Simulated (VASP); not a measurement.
# Sn (I4_1/amd) in VASP: single point with r2SCAN

Aim: the single point of Sn with r2SCAN.

Everything below comes from runs of VASP 6.6.1. Logs are shortened: lines on timing, memory, paths and dates and some standing lists are left out, and cuts for length are marked.

## 1. The cell of the first run

It takes space group I4_1/amd (No. 141, tetragonal). The conventional cell has a = 6.145 Å, b = 6.145 Å, c = 3.199 Å, α = 90.00°, β = 90.00°, γ = 90.00°. Within 4.2 Å of Sn (site symmetry -4m2) lie 10 Sn at 3.17 to 3.90 Å.

## 2. Single point, r2SCAN (strain +0.0450 x Voigt [1, 1, 0, 0, 0, 0])

POSCAR reads:

```
Sn
1.0
   -3.0724467758      3.0724467758      1.5993019889
    3.0724467758     -3.0724467758      1.5993019889
    3.0724467758      3.0724467758     -1.5993019889
Sn
2
Direct
    0.7500000000      0.2500000000      0.5000000000
    0.0000000000      0.0000000000      0.0000000000
```

INCAR.step1 reads:

```
SYSTEM = Sn
ALGO     = Normal         ! electronic algorithm
EDIFF    = 1E-4           ! SCF threshold, eV
ENCUT    = 520            ! plane-wave cutoff, eV
GGA      = PE             ! functional
ISMEAR   = 0              ! smearing method
LASPH    = .TRUE.         ! aspherical terms in the spheres
LCHARG   = .FALSE.        ! write CHGCAR
LREAL    = .FALSE.        ! projectors in reciprocal space
LWAVE    = .TRUE.         ! write WAVECAR
NBANDS   = 21             ! bands
NELM     = 80             ! most SCF steps
PREC     = Accurate       ! precision mode
SIGMA    = 0.15           ! smearing width, eV
```

INCAR.step2 reads:

```
SYSTEM = Sn
ALGO     = Normal         ! electronic algorithm
EDIFF    = 1E-6           ! SCF threshold, eV
ENCUT    = 520            ! plane-wave cutoff, eV
ISIF     = 2              ! what is computed and relaxed
ISMEAR   = 0              ! smearing method
ISTART   = 1            
LASPH    = .TRUE.         ! aspherical terms in the spheres
LCHARG   = .TRUE.         ! write CHGCAR
LELF     = .TRUE.         ! ELF
LMIXTAU  = .TRUE.       
LREAL    = .FALSE.        ! projectors in reciprocal space
LVHAR    = .TRUE.       
LWAVE    = .FALSE.        ! write WAVECAR
METAGGA  = R2SCAN         ! meta-GGA
NBANDS   = 21             ! bands
NELM     = 80             ! most SCF steps
PREC     = Accurate       ! precision mode
SIGMA    = 0.15           ! smearing width, eV
```

KPOINTS reads:

```
k-points
0
G
  16 16 16
  0 0 0
```

Potentials or basis: VASP PAW PBE potentials, release 64 (Sn_d).

Command:

```
> cat potpaw_PBE.64/Sn_d/POTCAR > POTCAR
> cp INCAR.step1 INCAR
> mpirun -np 1 vasp_std > vasp.out
> cp INCAR.step2 INCAR
> mpirun -np 1 vasp_std > vasp.out
```

OUTCAR:

```text
SYSTEM = Sn
   EDIFF = 1E-6
   ENCUT = 520
   ISIF = 2
   ISMEAR = 0
   ISTART = 1
   LASPH = .TRUE.
   LREAL = .FALSE.
   METAGGA = R2SCAN
   NELM = 80
   PREC = Accurate

 ion  position               nearest neighbor table
   1  0.750  0.250  0.500-   2 3.17   2 3.17   2 3.17   2 3.17
   2  0.000  0.000  0.000-   1 3.17   1 3.17   1 3.17   1 3.17

  LATTYP: Found a body centered tetragonal cell.
 ALAT       =     6.1448935516
 C/A-ratio  =     0.5205304129

  Lattice vectors:

 A1 = (  -3.0724467758,   3.0724467758,   1.5993019889)
 A2 = (   3.0724467758,  -3.0724467758,   1.5993019889)
 A3 = (   3.0724467758,   3.0724467758,  -1.5993019889)

Analysis of symmetry for initial positions (statically):
=====================================================================
 Subroutine PRICEL returns:
 Original cell was already a primitive cell.

 Routine SETGRP: Setting up the symmetry group for a
 body centered tetragonal supercell.

 Subroutine GETGRP returns: Found 16 space group operations
 (whereof  8 operations were pure point group operations)
 out of a pool of 16 trial point group operations.

The static configuration has the point symmetry D_2d.
 The point group associated with its full space group is D_4h.

Analysis of symmetry for dynamics (positions and initial velocities):
=====================================================================
 Subroutine PRICEL returns:
 Original cell was already a primitive cell.

 Routine SETGRP: Setting up the symmetry group for a
 body centered tetragonal supercell.

 Subroutine GETGRP returns: Found 16 space group operations
 (whereof  8 operations were pure point group operations)
 out of a pool of 16 trial point group operations.

The dynamic configuration has the point symmetry D_2d.
 The point group associated with its full space group is D_4h.

 Subroutine INISYM returns: Found 16 space group operations
 (whereof  8 operations are pure point group operations),
 and found     1 'primitive' translations

----------------------------------------------------------------------------------------

                                     Primitive cell

  volume of cell :      60.3892

  direct lattice vectors                    reciprocal lattice vectors
    -3.072446776  3.072446776  1.599301989     0.000000000  0.162736749  0.312636390
     3.072446776 -3.072446776  1.599301989     0.162736749  0.000000000  0.312636390
     3.072446776  3.072446776 -1.599301989     0.162736749  0.162736749  0.000000000

  length of vectors
     4.630078318  4.630078318  4.630078318     0.352455333  0.352455333  0.230144518

  position of ions in fractional coordinates (direct lattice)
     0.750000000  0.250000000  0.500000000
     0.000000000  0.000000000  0.000000000

  ion indices of the primitive-cell ions
   primitive index   ion index
                 1           1
                 2           2

----------------------------------------------------------------------------------------

 KPOINTS: k-points

Automatic generation of k-mesh.
 Grid dimensions read from file:
 generate k-points for:   16   16   16

 Generating k-lattice:

  Cartesian coordinates                     Fractional coordinates (reciprocal lattice)
     0.000000000  0.010171047  0.019539774     0.062500000  0.000000000 -0.000000000
     0.010171047  0.000000000  0.019539774     0.000000000  0.062500000 -0.000000000
     0.010171047  0.010171047  0.000000000     0.000000000  0.000000000  0.062500000

  Length of vectors
     0.022028458  0.022028458  0.014384032

  Shift w.r.t. Gamma in fractional coordinates (k-lattice)
     0.000000000  0.000000000  0.000000000

 Subroutine IBZKPT returns following result:
 ===========================================

 Found    349 irreducible k-points:

 Following reciprocal coordinates:
            Coordinates               Weight
  0.000000  0.000000  0.000000      1.000000
  0.062500  0.000000 -0.000000      8.000000
  0.125000  0.000000 -0.000000      8.000000
  0.187500  0.000000  0.000000      8.000000
  0.250000  0.000000 -0.000000      8.000000
  0.312500  0.000000  0.000000      8.000000
[... 16 lines left out ...]
 -0.125000  0.062500  0.000000     16.000000
 -0.062500  0.062500  0.000000      4.000000
 [... further k-points ...]
   k-points           NKPTS =    349   k-points in BZ     NKDIM =    349   number of bands    NBANDS=     21
   number of dos      NEDOS =    301   number of ions     NIONS =      2
   total plane-waves  NPLWV =  46656
   dimension x,y,z NGX =    36 NGY =   36 NGZ =   36
   dimension x,y,z NGXF=    72 NGYF=   72 NGZF=   72
   ions per type =               2
   NGX,Y,Z   is equivalent  to a cutoff of  12.93, 12.93, 12.93 a.u.
   NGXF,Y,Z  is equivalent  to a cutoff of  25.85, 25.85, 25.85 a.u.
 SYSTEM =  Sn
   PREC   = accura    normal or accurate (medium, high low for compatibility)
   ISTART =      1    job   : 0-new  1-cont  2-samecut
   ICHARG =      0    charge: 1-file 2-atom 10-const
   ISPIN  =      1    spin polarized calculation?
   LNONCOLLINEAR =      F non collinear calculations
   LSORBIT =      F    spin-orbit coupling
   LASPH  =      T    aspherical Exc in radial PAW
   ENCUT  =  520.0 eV  38.22 Ry    6.18 a.u.   8.61  8.61  8.61*2*pi/ulx,y,z
   NELM   =     80;   NELMIN=  2; NELMDL=  0     # of ELM steps
   EDIFF  = 0.1E-05   stopping-criterion for ELM
   LREAL  =      F    real-space projection
   EDIFFG = 0.1E-04   stopping-criterion for IOM
   NSW    =      0    number of steps for IOM
   IBRION =     -1    ionic relax: 0-MD 1-quasi-New 2-CG
   NFREE  =      0    steps in history (QN), initial steepest desc. (CG)
   ISIF   =      2    stress and relaxation
   ISYM   =      2    0-nonsym 1-usesym 2-fastsym
   POTIM  = 0.5000    time-step for ionic-motion
   TEBEG  =    0.0;   TEEND  =   0.0 temperature during run
   PSTRESS=    0.0 pullay stress
   NELECT =      28.0000    total number of electrons
   NUPDOWN=      -1.0000    fix difference up-down
   EMIN   =  10.00;   EMAX   =-10.00  energy-range for DOS
   EFERMI =   0.00;   METHOD = LEGACY
   ISMEAR =     0;   SIGMA  =   0.15  broadening in eV -4-tet -1-fermi 0-gaus
   EFERMI_NEDOS =   21; number of points for ismear=-14 and -15
   IALGO  =     38    algorithm
   IMIX   =      4    mixing-type and parameters
     AMIX     =   0.40;   BMIX     =  1.00
     AMIX_MAG =   1.60;   BMIX_MAG =  1.00
  volume/ion in A,a.u.               =      30.19       203.76
  Fermi-wavevector in a.u.,A,eV,Ry     =   1.267091  2.394455 21.844417  1.605519
  Thomas-Fermi vector in A             =   2.400257
   LORBIT       =      0    0 simple, 1 ext, 2 COOP (PROOUT), +10 PAW based schemes
   METAGGA = R2SCAN    functional components
   LHFCALC =     F    Hartree Fock is set to
   AEXX    =    0.0000 exact exchange contribution
   IVDW    =     0    specifies the selected vdW correction
   LEPSILON=     F    determine dielectric tensor
   LRPA    =     F    only Hartree local field effects (RPA)
 non-spin polarized calculation
 Gauss-broadening in eV      SIGMA  =   0.15
  energy-cutoff  :      520.00
  volume of cell :       60.39
 maximum number of plane-waves:      1651
   NGX = 17   NGY = 17   NGZ = 17

 number of electron      28.0000002 magnetization

 Free energy of the ion-electron system (eV)
  ---------------------------------------------------
  ext. energy  EPLUGINS =         0.00000000
  ---------------------------------------------------
  free energy    TOTEN  =       -49.17289827 eV

  energy without entropy =      -49.16188764  energy(sigma->0) =      -49.16739295

 E-fermi :   6.6166     XC(G=0): -10.5747

 val. band max:        6.6152820467   @ k =   0.4375   0.1875   0.0000
 cond. band min:       6.6168614077   @ k =   0.4375   0.3750   0.0000
 fundamental gap:      0.0015793610
 Fermi energy:         6.6165965954

 k-point     1 :       0.0000    0.0000    0.0000
  band No.  band energies     occupation
      1     -15.5591      2.00000
      2     -15.5391      2.00000
      3     -15.4963      2.00000
      4     -15.4576      2.00000
      5     -15.3308      2.00000
      6     -15.3308      2.00000
[... 13 lines left out ...]
     20      16.0607      0.00000
     21      16.7957      0.00000

 k-point     2 :       0.0625    0.0000   -0.0000
  band No.  band energies     occupation
      1     -15.5575      2.00000
      2     -15.5303      2.00000
      3     -15.4860      2.00000
      4     -15.4555      2.00000
      5     -15.3368      2.00000
      6     -15.3366      2.00000
[... 13 lines left out ...]
     20      16.1055      0.00000
     21      17.0357      0.00000

 k-point     3 :       0.1250    0.0000   -0.0000
  band No.  band energies     occupation
      1     -15.5518      2.00000
      2     -15.5057      2.00000
      3     -15.4583      2.00000
      4     -15.4495      2.00000
      5     -15.3502      2.00000
      6     -15.3472      2.00000
[... 13 lines left out ...]
     20      15.9127      0.00000
     21      16.1017      0.00000

 k-point     4 :       0.1875    0.0000    0.0000
  band No.  band energies     occupation
      1     -15.5419      2.00000
      2     -15.4705      2.00000
      3     -15.4406      2.00000
      4     -15.4224      2.00000
      5     -15.3678      2.00000
      6     -15.3555      2.00000
[... 13 lines left out ...]
     20      15.0242      0.00000
     21      15.2483      0.00000

 k-point     5 :       0.2500    0.0000   -0.0000
  band No.  band energies     occupation
      1     -15.5299      2.00000
      2     -15.4365      2.00000
      3     -15.4306      2.00000
      4     -15.4010      2.00000
      5     -15.3860      2.00000
      6     -15.3548      2.00000
[... 13 lines left out ...]
     20      14.2607      0.00000
     21      15.0936      0.00000

 k-point     6 :       0.3125    0.0000    0.0000
  band No.  band energies     occupation
      1     -15.5185      2.00000
      2     -15.4255      2.00000
      3     -15.4205      2.00000
      4     -15.4084      2.00000
      5     -15.3977      2.00000
      6     -15.3683      2.00000
[... 13 lines left out ...]
     20      13.7151      0.00000
     21      15.4915      0.00000

 k-point     7 :       0.3750    0.0000    0.0000
  band No.  band energies     occupation
      1     -15.5097      2.00000
      2     -15.4328      2.00000
      3     -15.4302      2.00000
      4     -15.4110      2.00000
      5     -15.3945      2.00000
      6     -15.3800      2.00000
[... 13 lines left out ...]
     20      14.2245      0.00000
     21      16.1582      0.00000
[... 291 lines left out ...]
      1     -15.5215      2.00000
      2     -15.4395      2.00000
      3     -15.4247      2.00000
      4     -15.4117      2.00000
      5     -15.3825      2.00000
      6     -15.3584      2.00000
[... 13 lines left out ...]
     20      14.6643      0.00000
     21      15.0308      0.00000

 k-point    21 :      -0.2500    0.0625    0.0000
  band No.  band energies     occupation
      1     -15.5337      2.00000
      2     -15.4718      2.00000
      3     -15.4347      2.00000
      4     -15.4298      2.00000
      5     -15.3662      2.00000
      6     -15.3499      2.00000
[... 13 lines left out ...]
     20      15.1946      0.00000
     21      15.4467      0.00000

 k-point    22 :      -0.1875    0.0625    0.0000
  band No.  band energies     occupation
      1     -15.5448      2.00000
      2     -15.5061      2.00000
      3     -15.4624      2.00000
      4     -15.4443      2.00000
      5     -15.3499      2.00000
      6     -15.3436      2.00000
[... 13 lines left out ...]
     20      16.0204      0.00000
     21      16.3260      0.00000

 k-point    23 :      -0.1250    0.0625    0.0000
  band No.  band energies     occupation
      1     -15.5525      2.00000
      2     -15.5305      2.00000
      3     -15.4882      2.00000
      4     -15.4518      2.00000
      5     -15.3377      2.00000
      6     -15.3347      2.00000
[... 13 lines left out ...]
     20      16.4311      0.00000
     21      17.2417      0.00000

 k-point    24 :      -0.0625    0.0625    0.0000
  band No.  band energies     occupation
      1     -15.5565      2.00000
      2     -15.5392      2.00000
      3     -15.4974      2.00000
      4     -15.4557      2.00000
      5     -15.3319      2.00000
      6     -15.3300      2.00000
[... 13 lines left out ...]
     20      16.2885      0.00000
     21      16.9462      0.00000

 [... further k-points ...]

------------------------ aborting loop because EDIFF is reached ----------------------------------------

  FORCE on cell =-STRESS in cart. coord.  units (eV):
  Direction    XX          YY          ZZ          XY          YZ          ZX
  --------------------------------------------------------------------------------------
  -------------------------------------------------------------------------------------
  Total       -1.7426708     -1.7426708     -0.9444882      0.0000000      0.0000000      0.0000000
  in kB      -46.2345599    -46.2345599    -25.0580875      0.0000000      0.0000000      0.0000000
  external PRESSURE =     -39.1757358 kB  Pullay stress =       0.0000000 kB

 VOLUME and BASIS-vectors are now :
 -----------------------------------------------------------------------------
  energy-cutoff  :      520.00
  volume of cell :       60.39
      direct lattice vectors                 reciprocal lattice vectors
    -3.072446776  3.072446776  1.599301989     0.000000000  0.162736749  0.312636390
     3.072446776 -3.072446776  1.599301989     0.162736749  0.000000000  0.312636390
     3.072446776  3.072446776 -1.599301989     0.162736749  0.162736749  0.000000000

 POSITION                                       TOTAL-FORCE (eV/Angst)
 -----------------------------------------------------------------------------------
     -0.00000      3.07245      0.79965        -0.000000      0.000000      0.000000
      0.00000      0.00000      0.00000         0.000000     -0.000000     -0.000000
 -----------------------------------------------------------------------------------
    total drift:                               -0.000000      0.000000     -0.000000

  FREE ENERGIE OF THE ION-ELECTRON SYSTEM (eV)
  ---------------------------------------------------
  free  energy   TOTEN  =       -49.1728982661 eV

  energy  without entropy=      -49.1618876401  energy(sigma->0) =      -49.16739295
```

Wall time 11 min (1 thread of Intel Xeon 6975P-C (Granite Rapids), shared host); peak memory 0.48 GiB.

What came out:

| Quantity | Value |
| --- | --- |
| Free energy | -49.1729 eV |
| Pressure | -3.9 GPa |
| Band gap on the k mesh | zero (bands 14 and 15 overlap by 3.55 eV) |

Caveat: the cell differs from its parent crystal (strain +0.0450 x Voigt [1, 1, 0, 0, 0, 0]); the cell stands under tension; the PAW data sets were made with another functional, which shifts forces and pressure a little; spin-orbit coupling is left out, which moves the levels of the heavy elements.
